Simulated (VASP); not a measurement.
The system is Au4S.

```
CELL_PARAMETERS angstrom
5.37629 0.00000 0.00000
0.00000 5.37629 0.00000
0.00000 0.00000 5.37629
ATOMIC_POSITIONS crystal
S 0.00000 0.00000 0.00000
Au 0.25000 0.25000 0.25000
Au 0.75000 0.75000 0.25000
Au 0.75000 0.25000 0.75000
Au 0.25000 0.75000 0.75000
```

```yaml
Program: VASP 6.6.1
Task: relaxation of cell and atoms
Functional: PBE
Potentials_or_basis: VASP PAW PBE potentials, release 64 (S, Au)
Cutoff: 600 eV
k_mesh: 4 × 4 × 4
Occupations: gaussian, width 0.1 eV
Spin: no spin polarisation
```

At the start: pressure -6.2 GPa; volume 31.08 Å³/atom.

Q: Where does the relaxation end?

A: Over 12 steps the energy falls by 756.8 meV/atom and the volume is 20.61 Å³/atom (-33.7 %); space group P-43m (No. 215, to 0.05 Å).

Step by step:
```csv
step,energy change (eV),largest force (eV/Å),pressure (GPa),volume (Å³)
1,0.0000,0.8396,-6.18,155.40
2,-1.0483,2.2782,-3.24,129.98
3,-1.4651,4.1541,5.49,109.29
4,-1.7877,4.1894,6.95,105.07
5,-2.3930,3.8469,16.09,93.06
6,-3.0672,2.5299,10.97,94.65
7,-3.7200,0.2913,4.75,98.70
8,-3.7625,0.0522,2.68,100.35
9,-3.7795,0.2121,0.29,102.55
10,-3.7796,0.1930,0.47,102.37
11,-3.7819,0.1388,0.32,102.57
12,-3.7842,0.0074,-0.03,103.06
```

Final structure:
```xyz
5
Lattice="4.6884 0.0000 0.0000 0.0000 4.6884 0.0000 0.0000 0.0000 4.6884" Properties=species:S:1:pos:R:3 pbc="T T T"
S     0.0000    0.0000    0.0000
Au    1.3644    1.3644    1.3644
Au    3.3241    3.3241    1.3644
Au    3.3241    1.3644    3.3241
Au    1.3644    3.3241    3.3241
```

Caveat: the volume moved by over 15 % at a fixed basis, so the end points are rough.
